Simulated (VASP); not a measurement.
# KF (P6_3/mmc) in VASP: a series of runs, part 2 of 2

VASP 6.6.1.

## 3. Vibrations by perturbation theory, PBEsol

This run uses another cell than the first one, of 22.73 Å³/atom.

INCAR reads:

```
PREC = Accurate
ENCUT = 520
EDIFF = 1E-8
ISMEAR = 0
SIGMA = 0.01
LREAL = F
LASPH = T
NELM = 80
ALGO = Normal
ISIF = 2
LWAVE = F
LCHARG = F
GGA = PS
IBRION = 8
NSW = 1
LEPSILON = T
```

KPOINTS reads:

```
regular mesh
0
Gamma
  6 6 4
```

POSCAR reads:

```
KF
1.0
    4.4679081639      0.0000000000      0.0000000000
   -2.2339540820      3.8693219717      0.0000000000
    0.0000000000      0.0000000000      5.2603187325
K F
2 2
Direct
    0.3333333333      0.6666666667     -0.0625000000
    0.6666666667      0.3333333333      0.4375000000
    0.3333333333      0.6666666667      0.4375000000
    0.6666666667      0.3333333333      0.9375000000
```

Potentials or basis: VASP PAW PBE potentials, release 64 (K_sv, F).

Launch:

```bash
> cat potpaw_PBE.64/K_sv/POTCAR potpaw_PBE.64/F/POTCAR > POTCAR
> mpirun -np 1 vasp_std > vasp.out
```

OUTCAR:

```text
PREC = Accurate
   ENCUT = 520
   EDIFF = 1E-8
   ISMEAR = 0
   LREAL = F
   LASPH = T
   NELM = 80
   ISIF = 2
   GGA = PS
   IBRION = 8
   NSW = 1
   LEPSILON = T

 ion  position               nearest neighbor table
   1  0.333  0.667  0.938-   4 2.58   4 2.58   4 2.58   3 2.63   3 2.63   2 3.68   2 3.68   2 3.68
                             2 3.68   2 3.68   2 3.68
   2  0.667  0.333  0.438-   3 2.58   3 2.58   3 2.58   4 2.63   4 2.63   1 3.68   1 3.68   1 3.68
                             1 3.68   1 3.68   1 3.68
   3  0.333  0.667  0.438-   2 2.58   2 2.58   2 2.58   1 2.63   1 2.63
   4  0.667  0.333  0.938-   1 2.58   1 2.58   1 2.58   2 2.63   2 2.63

  LATTYP: Found a hexagonal cell.
 ALAT       =     4.4679081639
 C/A-ratio  =     1.1773560556

  Lattice vectors:

 A1 = (   4.4679081639,   0.0000000000,   0.0000000000)
 A2 = (  -2.2339540820,   3.8693219717,   0.0000000000)
 A3 = (   0.0000000000,   0.0000000000,   5.2603187325)

Analysis of symmetry for initial positions (statically):
=====================================================================
 Subroutine PRICEL returns:
 Original cell was already a primitive cell.

 Routine SETGRP: Setting up the symmetry group for a
 hexagonal supercell.

 Subroutine GETGRP returns: Found 24 space group operations
 (whereof  6 operations were pure point group operations)
 out of a pool of 24 trial point group operations.

The static configuration has the point symmetry C_3v.
 The point group associated with its full space group is D_6h.

Analysis of symmetry for dynamics (positions and initial velocities):
=====================================================================
 Subroutine PRICEL returns:
 Original cell was already a primitive cell.

 Routine SETGRP: Setting up the symmetry group for a
 hexagonal supercell.

 Subroutine GETGRP returns: Found 24 space group operations
 (whereof  6 operations were pure point group operations)
 out of a pool of 24 trial point group operations.

The dynamic configuration has the point symmetry C_3v.
 The point group associated with its full space group is D_6h.

 Subroutine INISYM returns: Found 24 space group operations
 (whereof  6 operations are pure point group operations),
 and found     1 'primitive' translations

----------------------------------------------------------------------------------------

                                     Primitive cell

[... 718 lines left out ...]
           1.808894    -0.000000     0.000000
          -0.000000     1.808894     0.000000
          -0.000000     0.000000     1.852669
 ------------------------------------------------------

 PIEZOELECTRIC TENSOR (including local field effects)  for field in x, y, z        (e  Angst)
          XX          YY          ZZ          XY          YZ          ZX
  --------------------------------------------------------------------------------
  x    -0.00000    -0.00000     0.00000     0.00000     0.00000     0.00000
  y    -0.00000    -0.00000     0.00000     0.00000     0.00000     0.00000
  z    -0.00000    -0.00000    -0.00000    -0.00000     0.00000     0.00000

 PIEZOELECTRIC TENSOR (including local field effects)  for field in x, y, z        (C/m^2)
          XX          YY          ZZ          XY          YZ          ZX
  --------------------------------------------------------------------------------
  x    -0.00000    -0.00000     0.00000     0.00000     0.00000     0.00000
  y    -0.00000    -0.00000     0.00000     0.00000     0.00000     0.00000
  z    -0.00000    -0.00000    -0.00000    -0.00000     0.00000     0.00000

 BORN EFFECTIVE CHARGES (including local field effects) (in |e|, cummulative output)
 ---------------------------------------------------------------------------------
 ion    1
    1     1.06405    -0.00000     0.00000
    2    -0.00000     1.06405     0.00000
    3    -0.00000     0.00000     1.16186
 ion    2
    1     1.06405    -0.00000     0.00000
    2    -0.00000     1.06405     0.00000
    3    -0.00000     0.00000     1.16186
 ion    3
    1    -1.06405     0.00000     0.00000
    2     0.00000    -1.06405     0.00000
    3    -0.00000     0.00000    -1.16186
 ion    4
    1    -1.06405     0.00000     0.00000
    2     0.00000    -1.06405     0.00000
    3     0.00000    -0.00000    -1.16186

 INTERNAL STRAIN TENSOR FOR ION    4 for displacements in x,y,z  (eV/Angst):
          X           Y           Z          XY          YZ          ZX
  --------------------------------------------------------------------------------
  x    -0.00000     0.00000    -0.00000     2.31797     0.00000     0.00000
  y     2.31797    -2.31797     0.00000     0.00000     0.00000     0.00000
  z    -0.00000    -0.00000    -0.00000     0.00000     0.00000    -0.00000

 SECOND DERIVATIVES (NOT SYMMETRIZED)
 ------------------------------------
               1X          1Y          1Z          2X          2Y          2Z          3X          3Y          3Z          4X          4Y          4Z
  1X    -2.403376    0.000000    0.000000    0.331381   -0.000000    0.000000    0.218973   -0.000000    0.000000    1.853022   -0.000000    0.000000
  1Y     0.000000   -2.403376    0.000000   -0.000000    0.331381    0.000000   -0.000000    0.218973    0.000000   -0.000000    1.853022    0.000000
  1Z     0.000000    0.000000   -2.932746   -0.000000   -0.000000    1.191671    0.000000   -0.000000    1.293627   -0.000000    0.000000    0.447448
  2X     0.331381   -0.000000    0.000000   -2.403376    0.000000    0.000000    1.853022   -0.000000    0.000000    0.218973   -0.000000    0.000000
  2Y    -0.000000    0.331381    0.000000    0.000000   -2.403376    0.000000   -0.000000    1.853022    0.000000   -0.000000    0.218973    0.000000
  2Z    -0.000000   -0.000000    1.191671    0.000000    0.000000   -2.932746   -0.000000    0.000000    0.447448    0.000000   -0.000000    1.293627
  3X     0.247157   -0.000000    0.000000    1.876706   -0.000000    0.000000   -2.246587    0.000000    0.000000    0.122723   -0.000000    0.000000
  3Y    -0.000000    0.247157    0.000000   -0.000000    1.876706    0.000000    0.000000   -2.246587    0.000000   -0.000000    0.122723    0.000000
  3Z    -0.000000   -0.000000    1.296177    0.000000    0.000000    0.437606    0.000000    0.000000   -2.247750   -0.000000    0.000000    0.513967
  4X     1.876706   -0.000000    0.000000    0.247157   -0.000000    0.000000    0.122723   -0.000000    0.000000   -2.246587    0.000000    0.000000
  4Y    -0.000000    1.876706    0.000000   -0.000000    0.247157    0.000000   -0.000000    0.122723    0.000000    0.000000   -2.246587    0.000000
  4Z     0.000000    0.000000    0.437606   -0.000000   -0.000000    1.296177   -0.000000    0.000000    0.513967    0.000000    0.000000   -2.247750

 Eigenvectors and eigenvalues of the dynamical matrix
 ----------------------------------------------------

   1 f  =    6.346321 THz    39.875111 2PiTHz  211.690481 cm-1    26.246263 meV
             X         Y         Z           dx          dy          dz
     -0.000000  2.579548  4.931549     0.317885   -0.244441    0.000000
      2.233954  1.289774  2.301389     0.317885   -0.244441   -0.000000
     -0.000000  2.579548  2.301389    -0.461690    0.355021   -0.000000
      2.233954  1.289774  4.931549    -0.461690    0.355021    0.000000
[... 71 lines left out ...]
  12 f/i=    0.036646 THz     0.230254 2PiTHz    1.222380 cm-1     0.151556 meV
             X         Y         Z           dx          dy          dz
     -0.000000  2.579548  4.931549    -0.447272    0.373022    0.000000
      2.233954  1.289774  2.301389    -0.447272    0.373022    0.000000
     -0.000000  2.579548  2.301389    -0.307958    0.256835    0.000000
      2.233954  1.289774  4.931549    -0.307958    0.256835    0.000000

--------------------------------------------------------------------------------------------------------

 MACROSCOPIC STATIC DIELECTRIC TENSOR IONIC CONTRIBUTION
 ------------------------------------------------------
           2.147560    -0.000000    -0.000000
          -0.000000     2.147560     0.000000
          -0.000000     0.000000     3.092054
 ------------------------------------------------------

 ELASTIC MODULI CONTR FROM IONIC RELAXATION (kBar)
 Direction    XX          YY          ZZ          XY          YZ          ZX
 --------------------------------------------------------------------------------
 XX        -106.4600    106.4600      0.0000      0.0000      0.0000     -0.0000
 YY         106.4600   -106.4600     -0.0000      0.0000      0.0000      0.0000
 ZZ           0.0000     -0.0000     -0.0000      0.0000      0.0000     -0.0000
 XY           0.0000      0.0000      0.0000   -106.4600      0.0000     -0.0000
 YZ           0.0000      0.0000      0.0000      0.0000      0.0000      0.0000
 ZX          -0.0000      0.0000     -0.0000     -0.0000      0.0000     -0.0000
 --------------------------------------------------------------------------------

 PIEZOELECTRIC TENSOR IONIC CONTR  for field in x, y, z        (C/m^2)
          XX          YY          ZZ          XY          YZ          ZX
  --------------------------------------------------------------------------------
  x     0.00000    -0.00000     0.00000    -0.00000     0.00000    -0.00000
  y    -0.00000     0.00000    -0.00000    -0.00000     0.00000    -0.00000
  z    -0.00000     0.00000     0.00000     0.00000     0.00000     0.00000
```

OSZICAR:

```text
N       E                     dE             d eps       ncg     rms          rms(c)
DAV:   1     0.284046747884E+03    0.28405E+03   -0.16245E+04   840   0.148E+03
DAV:   2    -0.217287841119E+01   -0.28622E+03   -0.27689E+03  1196   0.411E+02
DAV:   3    -0.178400365907E+02   -0.15667E+02   -0.15625E+02  1028   0.928E+01
DAV:   4    -0.195434782274E+02   -0.17034E+01   -0.17004E+01  1524   0.168E+01
[... 266 lines left out ...]
RMM:  10    -0.540624201062E+00   -0.44910E-06    0.65913E-09  2169   0.528E-04    0.487E-05
RMM:  11    -0.540624059745E+00    0.14132E-06   -0.72139E-08  2086   0.262E-04    0.215E-05
RMM:  12    -0.540624146262E+00   -0.86518E-07    0.24802E-08  2112   0.144E-04    0.109E-05
RMM:  13    -0.540624241135E+00   -0.94872E-07    0.69891E-08  2162   0.956E-05    0.781E-06
RMM:  14    -0.540624247047E+00   -0.59129E-08    0.63305E-09  2094   0.762E-05    0.370E-06
 Linear response finished
```

stdout:

```text
POSCAR found type information on POSCAR K F
 POSCAR found :  2 types and       4 ions
 scaLAPACK will be used
 -----------------------------------------------------------------------------
|                                                                             |
|                                                                             |
[... 47 lines left out ...]
 first order change of Fermi-energy  -0.57524E-01
 force on displaced ion       3 direction 1 :  -2.247  -0.000   0.000
 Born effective charge ion    3 direction 1 :  -1.065   0.000   0.000
 Linear response progress:
 first order change of Fermi-energy   0.80953E-01
 force on displaced ion       3 direction 3 :   0.000  -0.000  -2.248
 Born effective charge ion    3 direction 3 :  -0.000   0.000  -1.162
 Born effective charges drift removed
 Linear response finished
```

Run time: 21 min. Hardware: 1 thread of Intel Xeon 8259CL, shared host; peak memory 0.47 GiB.

What came out:

```yaml
Electronic_dielectric_tensor_diagonal: 1.81, 1.81, 1.85
Born_charges_mean_of_the_diagonal: K +1.10; F -1.10 e
Highest_phonon_frequency_at_Γ_LO-TO_splitting_left_out: 212 cm⁻¹
```

Phonon frequencies in cm⁻¹ (negative: imaginary):
```csv
q point,frequencies
"(0.000, 0.000, 0.000)",-1 -1 0 93 93 155 192 210 211 211 212 212
```

Electronic dielectric tensor:
```
1.81 0.00 0.00
0.00 1.81 0.00
0.00 0.00 1.85
```

Born effective charge tensors (e):
atom 1, K
```
1.06 0.00 0.00
0.00 1.06 0.00
0.00 0.00 1.16
```
atom 2, K
```
1.06 0.00 0.00
0.00 1.06 0.00
0.00 0.00 1.16
```
atom 3, F
```
-1.06  0.00  0.00
 0.00 -1.06  0.00
 0.00  0.00 -1.16
```
atom 4, F
```
-1.06  0.00  0.00
 0.00 -1.06  0.00
 0.00  0.00 -1.16
```

Caveat: the structure was generated, so it needn't be the stable form of KF; the PAW data sets were made with another functional, which shifts forces and pressure a little.
